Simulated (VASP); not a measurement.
GaN: single point with RPBE+D3(BJ)

The system is GaN.

```
CELL_PARAMETERS angstrom
0.00000 2.10638 2.10638
2.10638 0.00000 2.10638
2.10638 2.10638 0.00000
ATOMIC_POSITIONS crystal
Ga 0.00000 0.00000 0.00000
N 0.50000 0.50000 0.50000
```

```yaml
Program: VASP 6.6.1
Task: single point
Functional: RPBE
Dispersion: D3(BJ)
Potentials_or_basis: VASP PAW PBE potentials, release 64 (Ga_d, N)
Cutoff: 520 eV
k_mesh: 11 × 11 × 11
Occupations: fermi-dirac, width 0.05 eV
Spin: collinear spin
Starting_moments: "[0.5, 0.0] μB"
Dipole_correction: no
Further_INCAR_settings: ALGO = Normal; EDIFF = 1e-06; NBANDS = 20
```

```yaml
Pressure: -12.5 GPa
Band_gap_on_the_k_mesh: 0.89 eV (least direct gap 2.89 eV)
Net_moment: 0.00 μB per cell
Valence_electrons_inside_the_program's_atomic_spheres: Ga 11.66; N 3.75
Dispersion_energy_per_atom: -1.477 eV
```

Levels at points of the mesh, in eV from the valence-band top:
Spin up:
```tsv
k point	band 6	band 7	band 8	band 9	band 10	band 11	band 12	band 13
(0.00, 0.00, 0.00)	-13.90	-0.52	-0.52	-0.52	2.36	14.77	14.77	14.77
```
Spin down:
```
           k point  band 6  band 7  band 8  band 9  band 10  band 11  band 12  band 13
(0.00, 0.00, 0.00)  -13.90   -0.52   -0.52   -0.52     2.36    14.77    14.77    14.77
```

Run time: 64 s on 1 thread of Intel Xeon 8259CL, with other jobs on the host, peak memory 0.18 GiB.

Caveat: three body term missing; the cell stands under tension; the dispersion term is far too large for a dense solid, which distorts pressure and volume; the PAW data sets were made with another functional, which shifts forces and pressure a little; an odd mesh through Γ misses points on the zone boundary, where band edges can lie.
